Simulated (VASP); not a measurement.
# Hf (P6_3/mmc) in VASP: single point with PBE

Aim: the single point of Hf with PBE.

Program: VASP 6.6.1. These are calculated values, not measurements. Logs are shortened: lines on timing, memory, paths and dates and some standing lists are left out, and cuts for length are marked.

**1. The cell of the first run**

It takes space group P6_3/mmc (No. 194, hexagonal). Conventional cell: a = 3.206 Å, b = 3.206 Å, c = 5.061 Å, α = 90.00°, β = 90.00°, γ = 120.00°. Within 4.1 Å of Hf (site symmetry -6m2) lie 12 Hf at 3.14 to 3.21 Å.

**2. Single point, PBE**

Contents of INCAR:

```
SYSTEM = Hf
ALGO = Normal ; EDIFF = 1E-6
ENCUT = 520 ; GGA = PE
ISIF = 2 ; ISMEAR = 1
LASPH = .True. ; LCHARG = .False.
LREAL = .False. ; LWAVE = .False.
NBANDS = 17 ; NELM = 100
PREC = Accurate ; SIGMA = 0.1
```

Contents of KPOINTS:

```
k-points
0
Gamma
  14 14 8
  0 0 0
```

Contents of POSCAR:

```
Hf
1.0
    3.2056466770      0.0000000000      0.0000000000
   -1.6028233385      2.7761714579      0.0000000000
    0.0000000000      0.0000000000      5.0607720974
Hf
2
Direct
    0.3333333333      0.6666666667      0.2500000000
    0.6666666667      0.3333333333      0.7500000000
```

Potentials or basis: VASP PAW PBE potentials, release 64 (Hf_pv).

Started as:

```bash
> cat potpaw_PBE.64/Hf_pv/POTCAR > POTCAR
> mpirun -np 1 vasp_std > vasp.out
```

OUTCAR:

```text
SYSTEM = Hf
   EDIFF = 1E-6
   ENCUT = 520
   GGA = PE
   ISIF = 2
   ISMEAR = 1
   LASPH = .True.
   LREAL = .False.
   NELM = 100
   PREC = Accurate

 ion  position               nearest neighbor table
   1  0.333  0.667  0.250-   2 3.14   2 3.14   2 3.14   2 3.14   2 3.14   2 3.14
   2  0.667  0.333  0.750-   1 3.14   1 3.14   1 3.14   1 3.14   1 3.14   1 3.14

  LATTYP: Found a hexagonal cell.
 ALAT       =     3.2056466770
 C/A-ratio  =     1.5787055179

  Lattice vectors:

 A1 = (   3.2056466770,   0.0000000000,   0.0000000000)
 A2 = (  -1.6028233385,   2.7761714579,   0.0000000000)
 A3 = (   0.0000000000,   0.0000000000,   5.0607720974)

Analysis of symmetry for initial positions (statically):
=====================================================================
 Subroutine PRICEL returns:
 Original cell was already a primitive cell.

 Routine SETGRP: Setting up the symmetry group for a
 hexagonal supercell.

 Subroutine GETGRP returns: Found 24 space group operations
 (whereof 12 operations were pure point group operations)
 out of a pool of 24 trial point group operations.

The static configuration has the point symmetry D_3d.
 The point group associated with its full space group is D_6h.

Analysis of symmetry for dynamics (positions and initial velocities):
=====================================================================
 Subroutine PRICEL returns:
 Original cell was already a primitive cell.

 Routine SETGRP: Setting up the symmetry group for a
 hexagonal supercell.

 Subroutine GETGRP returns: Found 24 space group operations
 (whereof 12 operations were pure point group operations)
 out of a pool of 24 trial point group operations.

The dynamic configuration has the point symmetry D_3d.
 The point group associated with its full space group is D_6h.

 Subroutine INISYM returns: Found 24 space group operations
 (whereof 12 operations are pure point group operations),
 and found     1 'primitive' translations

----------------------------------------------------------------------------------------

                                     Primitive cell

  volume of cell :      45.0380

  direct lattice vectors                    reciprocal lattice vectors
     3.205646677  0.000000000  0.000000000     0.311949538  0.180104150  0.000000000
    -1.602823338  2.776171458  0.000000000     0.000000000  0.360208300  0.000000000
     0.000000000  0.000000000  5.060772097     0.000000000  0.000000000  0.197598307

  length of vectors
[... 77 lines left out ...]
   LNONCOLLINEAR =      F non collinear calculations
   LSORBIT =      F    spin-orbit coupling
   LASPH  =      T    aspherical Exc in radial PAW
   ENCUT  =  520.0 eV  38.22 Ry    6.18 a.u.   5.96  5.96  9.41*2*pi/ulx,y,z
   NELM   =    100;   NELMIN=  2; NELMDL= -5     # of ELM steps
   EDIFF  = 0.1E-05   stopping-criterion for ELM
   LREAL  =      F    real-space projection
   EDIFFG = 0.1E-04   stopping-criterion for IOM
   NSW    =      0    number of steps for IOM
   IBRION =     -1    ionic relax: 0-MD 1-quasi-New 2-CG
   NFREE  =      0    steps in history (QN), initial steepest desc. (CG)
   ISIF   =      2    stress and relaxation
   ISYM   =      2    0-nonsym 1-usesym 2-fastsym
   POTIM  = 0.5000    time-step for ionic-motion
   TEBEG  =    0.0;   TEEND  =   0.0 temperature during run
   PSTRESS=    0.0 pullay stress
   NELECT =      20.0000    total number of electrons
   NUPDOWN=      -1.0000    fix difference up-down
   EMIN   =  10.00;   EMAX   =-10.00  energy-range for DOS
   EFERMI =   0.00;   METHOD = LEGACY
   ISMEAR =     1;   SIGMA  =   0.10  broadening in eV -4-tet -1-fermi 0-gaus
   EFERMI_NEDOS =   21; number of points for ismear=-14 and -15
   IALGO  =     38    algorithm
   IMIX   =      4    mixing-type and parameters
     AMIX     =   0.40;   BMIX     =  1.00
     AMIX_MAG =   1.60;   BMIX_MAG =  1.00
  volume/ion in A,a.u.               =      22.52       151.97
  Fermi-wavevector in a.u.,A,eV,Ry     =   1.248989  2.360247 21.224726  1.559973
  Thomas-Fermi vector in A             =   2.383050
   LORBIT       =      0    0 simple, 1 ext, 2 COOP (PROOUT), +10 PAW based schemes
   GGA     = PE    functional components
   LHFCALC =     F    Hartree Fock is set to
   AEXX    =    0.0000 exact exchange contribution
   IVDW    =     0    specifies the selected vdW correction
   LEPSILON=     F    determine dielectric tensor
   LRPA    =     F    only Hartree local field effects (RPA)
 non-spin polarized calculation
 Methfessel and Paxton  Order N= 1 SIGMA  =   0.10
  energy-cutoff  :      520.00
  volume of cell :       45.04
 maximum number of plane-waves:      1230
 NGX is ok and might be reduce to    24
   NGX = 11   NGY = 11   NGZ = 19

 number of electron      20.0000005 magnetization

 Free energy of the ion-electron system (eV)
  ---------------------------------------------------
  ext. energy  EPLUGINS =         0.00000000
  ---------------------------------------------------
  free energy    TOTEN  =       -19.85205519 eV

  energy without entropy =      -19.85320513  energy(sigma->0) =      -19.85243851

 E-fermi :   4.8839     XC(G=0): -11.2532

 val. band max:        4.8815328193   @ k =   0.4286   0.1429   0.3750
 cond. band min:       4.9090798415   @ k =   0.0714   0.0000   0.5000
 fundamental gap:      0.0275470221
 Fermi energy:         4.8838809618

 k-point     1 :       0.0000    0.0000    0.0000
  band No.  band energies     occupation
      1     -26.2122      2.00000
      2     -25.4805      2.00000
      3     -25.4805      2.00000
      4     -25.3605      2.00000
      5     -25.3539      2.00000
      6     -25.3539      2.00000
[... 457 lines left out ...]
      4     -25.7417      2.00000
      5     -25.6730      2.00000
      6     -25.6423      2.00000
[... 9 lines left out ...]
     16      10.6202      0.00000
     17      10.6321      0.00000

 [... further k-points ...]
[... 5 lines left out ...]
  --------------------------------------------------------------------------------------
  -------------------------------------------------------------------------------------
  Total       -0.1164272     -0.1164272     -0.1522318      0.0000000      0.0000000      0.0000000
  in kB       -4.1417741     -4.1417741     -5.4154831      0.0000000      0.0000000      0.0000000
  external PRESSURE =      -4.5663438 kB  Pullay stress =       0.0000000 kB

 VOLUME and BASIS-vectors are now :
 -----------------------------------------------------------------------------
  energy-cutoff  :      520.00
  volume of cell :       45.04
      direct lattice vectors                 reciprocal lattice vectors
     3.205646677  0.000000000  0.000000000     0.311949538  0.180104150  0.000000000
    -1.602823338  2.776171458  0.000000000     0.000000000  0.360208300  0.000000000
     0.000000000  0.000000000  5.060772097     0.000000000  0.000000000  0.197598307

 POSITION                                       TOTAL-FORCE (eV/Angst)
 -----------------------------------------------------------------------------------
     -0.00000      1.85078      1.26519        -0.000000     -0.000000      0.000000
      1.60282      0.92539      3.79558         0.000000      0.000000      0.000000
 -----------------------------------------------------------------------------------
    total drift:                                0.000000     -0.000000      0.000000

  FREE ENERGIE OF THE ION-ELECTRON SYSTEM (eV)
  ---------------------------------------------------
  free  energy   TOTEN  =       -19.8520551906 eV

  energy  without entropy=      -19.8532051344  energy(sigma->0) =      -19.85243851
```

stdout:

```text
POSCAR found type information on POSCAR Hf
 POSCAR found :  1 types and       2 ions
 scaLAPACK will be used
 LDA part: xc-table for (Slater+PW92), standard interpolation
 POSCAR, INCAR and KPOINTS ok, starting setup
 FFT: planning ... GRIDC
 FFT: planning ... GRID_SOFT
 FFT: planning ... GRID
 WAVECAR not read
 entering main loop
```

Run time: 64 s. Hardware: 1 thread of AMD EPYC 7R43 (Zen 3), shared host; peak memory 0.18 GiB.

What came out:

```
Free energy            : -19.8521 eV
Pressure               : -0.5 GPa
Band gap on the k mesh : zero (band 10 reaches 6.05 eV, above the bottom of band 11 at 4.51 eV)
```

Caveat: spin-orbit coupling is left out, which moves the levels of the heavy elements.
